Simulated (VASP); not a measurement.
# Cr (Fm-3m) in VASP: notebook

Runs on Cr. Level: LDA. Tasks: single point, relaxation of cell and atoms.

Everything below comes from runs of VASP 6.6.1. Logs are shortened: lines on timing, memory, paths and dates and some standing lists are left out, and cuts for length are marked.

## 1. The cell of the first run

The structure is cubic, space group Fm-3m (No. 225). The conventional cell has a = 3.590 Å, b = 3.590 Å, c = 3.590 Å, α = 90.00°, β = 90.00°, γ = 90.00°. Cr (site symmetry m-3m) has 12 Cr at 2.54 Å within 3.3 Å.

This isn't the form of Cr at room conditions, which is bcc.

## 2. Single point, LDA, collinear spin, ferromagnetic start (11.56 Å³/atom)

Input file INCAR:

```
SYSTEM = Cr
PREC = Accurate ; ENCUT = 520
EDIFF = 1E-6 ; ISMEAR = -1
SIGMA = 0.05 ; LREAL = .False.
LASPH = .True. ; NELM = 150
ALGO = Normal ; ISIF = 2
LWAVE = .False. ; LCHARG = .False.
ISPIN = 2 ; MAGMOM = 1.5
LORBIT = 11 ; LMAXMIX = 4
NBANDS = 16
```

Input file KPOINTS:

```
regular mesh
0
Gamma
  17 17 17
  0 0 0
```

Input file POSCAR:

```
Cr
1.0
    0.0000000000      1.7948442940      1.7948442940
    1.7948442940      0.0000000000      1.7948442940
    1.7948442940      1.7948442940      0.0000000000
Cr
1
Direct
    0.0000000000      0.0000000000      0.0000000000
```

Potentials or basis: VASP PAW LDA potentials, release 64 (Cr_pv).

Run with:

```
$ cat potpaw_LDA.64/Cr_pv/POTCAR > POTCAR
$ mpirun -np 1 vasp_std > vasp.out
```

OUTCAR:

```text
SYSTEM = Cr
   PREC = Accurate
   ENCUT = 520
   EDIFF = 1E-6
   ISMEAR = -1
   LREAL = .False.
   LASPH = .True.
   NELM = 150
   ISIF = 2
   ISPIN = 2
   LORBIT = 11

 ion  position               nearest neighbor table
   1  0.000  0.000  0.000-

  LATTYP: Found a face centered cubic cell.
 ALAT       =     3.5896885880

  Lattice vectors:

 A1 = (   0.0000000000,   1.7948442940,   1.7948442940)
 A2 = (   1.7948442940,   0.0000000000,   1.7948442940)
 A3 = (   1.7948442940,   1.7948442940,   0.0000000000)

Analysis of symmetry for initial positions (statically):
=====================================================================
 Subroutine PRICEL returns:
 Original cell was already a primitive cell.

 Routine SETGRP: Setting up the symmetry group for a
 face centered cubic supercell.

 Subroutine GETGRP returns: Found 48 space group operations
 (whereof 48 operations were pure point group operations)
 out of a pool of 48 trial point group operations.

The static configuration has the point symmetry O_h .

Analysis of symmetry for dynamics (positions and initial velocities):
=====================================================================
 Subroutine PRICEL returns:
 Original cell was already a primitive cell.

 Routine SETGRP: Setting up the symmetry group for a
 face centered cubic supercell.

 Subroutine GETGRP returns: Found 48 space group operations
 (whereof 48 operations were pure point group operations)
 out of a pool of 48 trial point group operations.

The dynamic configuration has the point symmetry O_h .

Analysis of structural, dynamic, and magnetic symmetry:
=====================================================================
 Subroutine PRICEL returns:
 Original cell was already a primitive cell.

 Routine SETGRP: Setting up the symmetry group for a
 face centered cubic supercell.

 Subroutine GETGRP returns: Found 48 space group operations
 (whereof 48 operations were pure point group operations)
 out of a pool of 48 trial point group operations.

The overall configuration has the point symmetry O_h .

 Subroutine INISYM returns: Found 48 space group operations
 (whereof 48 operations are pure point group operations),
 and found     1 'primitive' translations

----------------------------------------------------------------------------------------

                                     Primitive cell

  volume of cell :      11.5641

  direct lattice vectors                    reciprocal lattice vectors
     0.000000000  1.794844294  1.794844294    -0.278575697  0.278575697  0.278575697
     1.794844294  0.000000000  1.794844294     0.278575697 -0.278575697  0.278575697
     1.794844294  1.794844294  0.000000000     0.278575697  0.278575697 -0.278575697

  length of vectors
     2.538293143  2.538293143  2.538293143     0.482507261  0.482507261  0.482507261

  position of ions in fractional coordinates (direct lattice)
     0.000000000  0.000000000  0.000000000

  ion indices of the primitive-cell ions
   primitive index   ion index
                 1           1

----------------------------------------------------------------------------------------

 KPOINTS: regular mesh

Automatic generation of k-mesh.
 Grid dimensions read from file:
 generate k-points for:   17   17   17

 Generating k-lattice:

  Cartesian coordinates                     Fractional coordinates (reciprocal lattice)
    -0.016386806  0.016386806  0.016386806     0.058823529  0.000000000  0.000000000
     0.016386806 -0.016386806  0.016386806     0.000000000  0.058823529  0.000000000
     0.016386806  0.016386806 -0.016386806     0.000000000  0.000000000  0.058823529

  Length of vectors
     0.028382780  0.028382780  0.028382780

  Shift w.r.t. Gamma in fractional coordinates (k-lattice)
     0.000000000  0.000000000  0.000000000

 Subroutine IBZKPT returns following result:
 ===========================================

 Found    165 irreducible k-points:

 Following reciprocal coordinates:
            Coordinates               Weight
  0.000000  0.000000  0.000000      1.000000
  0.058824  0.000000  0.000000      8.000000
  0.117647  0.000000  0.000000      8.000000
  0.176471  0.000000  0.000000      8.000000
  0.235294  0.000000  0.000000      8.000000
  0.294118  0.000000  0.000000      8.000000
[... 16 lines left out ...]
 -0.176471  0.058824  0.000000     24.000000
 -0.117647  0.058824  0.000000     24.000000
 [... further k-points ...]
   k-points           NKPTS =    165   k-points in BZ     NKDIM =    165   number of bands    NBANDS=     16
   number of dos      NEDOS =    301   number of ions     NIONS =      1
   total plane-waves  NPLWV =   8000
   dimension x,y,z NGX =    20 NGY =   20 NGZ =   20
   dimension x,y,z NGXF=    40 NGYF=   40 NGZF=   40
   ions per type =               1
   NGX,Y,Z   is equivalent  to a cutoff of  13.10, 13.10, 13.10 a.u.
   NGXF,Y,Z  is equivalent  to a cutoff of  26.20, 26.20, 26.20 a.u.
 SYSTEM =  Cr
   PREC   = accura    normal or accurate (medium, high low for compatibility)
   ISTART =      0    job   : 0-new  1-cont  2-samecut
   ICHARG =      2    charge: 1-file 2-atom 10-const
   ISPIN  =      2    spin polarized calculation?
   LNONCOLLINEAR =      F non collinear calculations
   LSORBIT =      F    spin-orbit coupling
   LASPH  =      T    aspherical Exc in radial PAW
   ENCUT  =  520.0 eV  38.22 Ry    6.18 a.u.   4.72  4.72  4.72*2*pi/ulx,y,z
   NELM   =    150;   NELMIN=  2; NELMDL= -5     # of ELM steps
   EDIFF  = 0.1E-05   stopping-criterion for ELM
   LREAL  =      F    real-space projection
   EDIFFG = 0.1E-04   stopping-criterion for IOM
   NSW    =      0    number of steps for IOM
   IBRION =     -1    ionic relax: 0-MD 1-quasi-New 2-CG
   NFREE  =      0    steps in history (QN), initial steepest desc. (CG)
   ISIF   =      2    stress and relaxation
   ISYM   =      2    0-nonsym 1-usesym 2-fastsym
   POTIM  = 0.5000    time-step for ionic-motion
   TEBEG  =    0.0;   TEEND  =   0.0 temperature during run
   PSTRESS=    0.0 pullay stress
   NELECT =      12.0000    total number of electrons
   NUPDOWN=      -1.0000    fix difference up-down
   EMIN   =  10.00;   EMAX   =-10.00  energy-range for DOS
   EFERMI =   0.00;   METHOD = LEGACY
   ISMEAR =    -1;   SIGMA  =   0.05  broadening in eV -4-tet -1-fermi 0-gaus
   EFERMI_NEDOS =   21; number of points for ismear=-14 and -15
   IALGO  =     38    algorithm
   IMIX   =      4    mixing-type and parameters
     AMIX     =   0.40;   BMIX     =  1.00
     AMIX_MAG =   1.60;   BMIX_MAG =  1.00
  volume/ion in A,a.u.               =      11.56        78.04
  Fermi-wavevector in a.u.,A,eV,Ry     =   1.657417  3.132064 37.375630  2.747031
  Thomas-Fermi vector in A             =   2.745173
   LORBIT       =     11    0 simple, 1 ext, 2 COOP (PROOUT), +10 PAW based schemes
   GGA     = CA    functional components
   LHFCALC =     F    Hartree Fock is set to
   AEXX    =    0.0000 exact exchange contribution
   IVDW    =     0    specifies the selected vdW correction
   LEPSILON=     F    determine dielectric tensor
   LRPA    =     F    only Hartree local field effects (RPA)
 spin polarized calculation
  energy-cutoff  :      520.00
  volume of cell :       11.56
 maximum number of plane-waves:       331
   NGX =  9   NGY =  9   NGZ =  9

 number of electron      12.0000007 magnetization      -0.0006351

 number of electron      12.0000007 magnetization       0.0004902

 Free energy of the ion-electron system (eV)
  ---------------------------------------------------
  ext. energy  EPLUGINS =         0.00000000
  ---------------------------------------------------
  free energy    TOTEN  =       -10.20894148 eV

  energy without entropy =      -10.19418068  energy(sigma->0) =      -10.20156108

 E-fermi :  10.5052     XC(G=0): -13.9807

 val. band max:       10.5047424645   @ k =   0.3529   0.1176   0.0588
 cond. band min:      10.5227872393   @ k =  -0.1176   0.1176   0.0000
 fundamental gap:      0.0180447748
 Fermi energy:        10.5052067609

 spin component 1

 k-point     1 :       0.0000    0.0000    0.0000
  band No.  band energies     occupation
      1     -31.4066      1.00000
      2     -31.4066      1.00000
      3     -31.4066      1.00000
      4       2.9956      1.00000
      5      10.0619      0.99986
      6      10.0619      0.99986
[... 8 lines left out ...]
     15      41.4966      0.00000
     16      42.1558      0.00000

 k-point     2 :       0.0588    0.0000    0.0000
  band No.  band energies     occupation
      1     -31.4399      1.00000
      2     -31.4107      1.00000
      3     -31.4107      1.00000
      4       3.1400      1.00000
      5       9.9923      0.99996
      6      10.1108      0.99963
[... 8 lines left out ...]
     15      41.6195      0.00000
     16      42.1357      0.00000
[... 387 lines left out ...]
      5       9.4341      1.00000
      6      10.3807      0.92347
[... 8 lines left out ...]
     15      39.0965      0.00000
     16      41.2930      0.00000

 k-point    24 :      -0.1176    0.0588    0.0000
  band No.  band energies     occupation
      1     -31.5920      1.00000
      2     -31.4531      1.00000
      3     -31.4215      1.00000
      4       3.8741      1.00000
      5       9.6567      1.00000
      6      10.3281      0.97187
[... 8 lines left out ...]
     15      39.8837      0.00000
     16      41.9945      0.00000

 [... further k-points ...]

 spin component 2

 k-point     1 :       0.0000    0.0000    0.0000
  band No.  band energies     occupation
      1     -31.4061      1.00000
      2     -31.4061      1.00000
      3     -31.4061      1.00000
      4       2.9958      1.00000
      5      10.0622      0.99986
      6      10.0622      0.99986
[... 8 lines left out ...]
     15      41.4968      0.00000
     16      42.1561      0.00000

 k-point     2 :       0.0588    0.0000    0.0000
  band No.  band energies     occupation
      1     -31.4394      1.00000
      2     -31.4103      1.00000
      3     -31.4103      1.00000
      4       3.1402      1.00000
      5       9.9927      0.99996
      6      10.1111      0.99962
[... 8 lines left out ...]
     15      41.6197      0.00000
     16      42.1360      0.00000
[... 387 lines left out ...]
      5       9.4344      1.00000
      6      10.3811      0.92294
[... 8 lines left out ...]
     15      39.0967      0.00000
     16      41.2932      0.00000

 k-point    24 :      -0.1176    0.0588    0.0000
  band No.  band energies     occupation
      1     -31.5916      1.00000
      2     -31.4527      1.00000
      3     -31.4210      1.00000
      4       3.8743      1.00000
      5       9.6571      1.00000
      6      10.3285      0.97166
[... 8 lines left out ...]
     15      39.8839      0.00000
     16      41.9947      0.00000

 [... further k-points ...]
[... 5 lines left out ...]
  --------------------------------------------------------------------------------------
  -------------------------------------------------------------------------------------
  Total       -0.7136933     -0.7136933     -0.7136933      0.0000000     -0.0000000      0.0000000
  in kB      -98.8807822    -98.8807822    -98.8807822      0.0000000     -0.0000000      0.0000000
  external PRESSURE =     -98.8807822 kB  Pullay stress =       0.0000000 kB

 VOLUME and BASIS-vectors are now :
 -----------------------------------------------------------------------------
  energy-cutoff  :      520.00
  volume of cell :       11.56
      direct lattice vectors                 reciprocal lattice vectors
     0.000000000  1.794844294  1.794844294    -0.278575697  0.278575697  0.278575697
     1.794844294  0.000000000  1.794844294     0.278575697 -0.278575697  0.278575697
     1.794844294  1.794844294  0.000000000     0.278575697  0.278575697 -0.278575697

 POSITION                                       TOTAL-FORCE (eV/Angst)
 -----------------------------------------------------------------------------------
      0.00000      0.00000      0.00000         0.000000     -0.000000      0.000000
 -----------------------------------------------------------------------------------
    total drift:                                0.000000     -0.000000      0.000000

  FREE ENERGIE OF THE ION-ELECTRON SYSTEM (eV)
  ---------------------------------------------------
  free  energy   TOTEN  =       -10.2089414766 eV

  energy  without entropy=      -10.1941806799  energy(sigma->0) =      -10.20156108

 total charge

# of ion       s       p       d       tot
------------------------------------------
    1        0.437   6.381   4.254  11.073

 magnetization (x)

# of ion       s       p       d       tot
------------------------------------------
    1        0.000   0.000   0.000   0.000
```

Wall time 23 s (1 thread of Intel Xeon 6975P-C (Granite Rapids), shared host); peak memory 0.15 GiB.

What came out:

```
Free energy                                           : -10.2089 eV
Pressure                                              : -9.9 GPa
Band gap on the k mesh                                : zero (filled and empty bands overlap)
Net moment                                            : 0.00 μB per cell
Valence electrons inside the program's atomic spheres : Cr 11.07
```

Levels at points of the mesh, in eV from the Fermi level:
Spin up:
```csv
k point,band 3,band 4,band 5,band 6,band 7,band 8,band 9,band 10
"(0.00, 0.00, 0.00)",-41.91,-7.51,-0.44,-0.44,-0.44,1.34,1.34,5.80
```
Spin down:
| k point | band 4 | band 5 | band 6 | band 7 | band 8 | band 9 |
| --- | --- | --- | --- | --- | --- | --- |
| (0.00, 0.00, 0.00) | -7.51 | -0.44 | -0.44 | -0.44 | 1.34 | 1.34 |

Caveat: the cell stands under tension.

## 3. Single point, LDA, collinear spin, ferromagnetic start (12.01 Å³/atom)

This run uses another cell than the first one, of 12.01 Å³/atom.

Input file INCAR:

```
  PREC = Accurate
  ENCUT = 520
  EDIFF = 1E-6
  ISMEAR = -1
  SIGMA = 0.05
  LREAL = F
  LASPH = T
  NELM = 150
  ALGO = Normal
  ISIF = 2
  LWAVE = F
  LCHARG = T
  ISPIN = 2
  MAGMOM = 1.5
  LORBIT = 11
  LMAXMIX = 4
  LELF = T
  LVHAR = T
  NBANDS = 16
```

Input file KPOINTS:

```
regular mesh
0
Gamma
  17 17 17
```

Input file POSCAR:

```
Cr
1.0
    0.0000000000      1.8175662542      1.8175662542
    1.8175662542      0.0000000000      1.8175662542
    1.8175662542      1.8175662542      0.0000000000
Cr
1
Direct
    0.0000000000      0.0000000000      0.0000000000
```

Potentials or basis: VASP PAW LDA potentials, release 64 (Cr_pv).

Run with:

```
$ cat potpaw_LDA.64/Cr_pv/POTCAR > POTCAR
$ mpirun -np 1 vasp_std > vasp.out
```

It took 24 s on 1 thread of Intel Xeon 6975P-C (Granite Rapids), shared host; peak memory 0.15 GiB.

The run converged. Its results:

| Item | Value |
| --- | --- |
| Free energy | -10.1700 eV |
| Pressure | -18.1 GPa |
| Band gap on the k mesh | zero (filled and empty bands overlap) |
| Net moment | 0.00 μB per cell |
| Valence electrons inside the program's atomic spheres | Cr 10.99 |

Levels at points of the mesh, in eV from the Fermi level:
Spin up:
```csv
k point,band 2,band 3,band 4,band 5,band 6,band 7,band 8,band 9,band 10,band 11
"(0.00, 0.00, 0.00)",-41.98,-41.98,-7.39,-0.41,-0.41,-0.41,1.27,1.27,5.76,19.81
```
Spin down:
| k point | band 4 | band 5 | band 6 | band 7 | band 8 | band 9 |
| --- | --- | --- | --- | --- | --- | --- |
| (0.00, 0.00, 0.00) | -7.39 | -0.41 | -0.41 | -0.41 | 1.27 | 1.27 |

Caveat: the cell stands under tension.

(Part 1 of 2 ends here.)
